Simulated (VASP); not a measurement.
Input of a VASP 6.6.1 run:

The input INCAR:

```
SYSTEM = P
  PREC = Accurate
  ENCUT = 520
  EDIFF = 1E-7
  ISMEAR = 0
  SIGMA = 0.05
  LREAL = .False.
  LASPH = .True.
  NELM = 100
  ALGO = Normal
  ISIF = 2
  LWAVE = .False.
  LCHARG = .False.
  GGA = PE
  IVDW = 12
  NBANDS = 18
```

File KPOINTS:

```
regular mesh
0
Gamma
  12 12 10
  0 0 0
```

Contents of POSCAR:

```
P
1.0
    1.6611804690     -5.0985611636      0.0000000000
    1.6611804690      5.0985611636      0.0000000000
    0.0000000000      0.0000000000      4.1634829826
P
4
Direct
    0.8936154175      0.1063845825      0.0718364564
    0.6063845825      0.3936154175      0.5718364564
    0.1063845825      0.8936154175      0.9281635436
    0.3936154175      0.6063845825      0.4281635436
```

Potentials or basis: VASP PAW PBE potentials, release 64 (P).

Command:

```sh
$ cat potpaw_PBE.64/P/POTCAR > POTCAR
$ mpirun -np 1 vasp_std > vasp.out
```

Task: Estimate the dispersion energy per atom.

Result: -0.398 eV.

Task: Predict the pressure.

Result: -0.4 GPa.

Task: Estimate the largest force.

Result: 0.060 eV/Å.

Forces on the atoms (eV/Å):
```
P    0.000 -0.042  0.043
P    0.000  0.042  0.043
P    0.000  0.042 -0.043
P    0.000 -0.042 -0.043
```

Caveat: pairwise dispersion overbinds metals, which lowers pressure and volume.
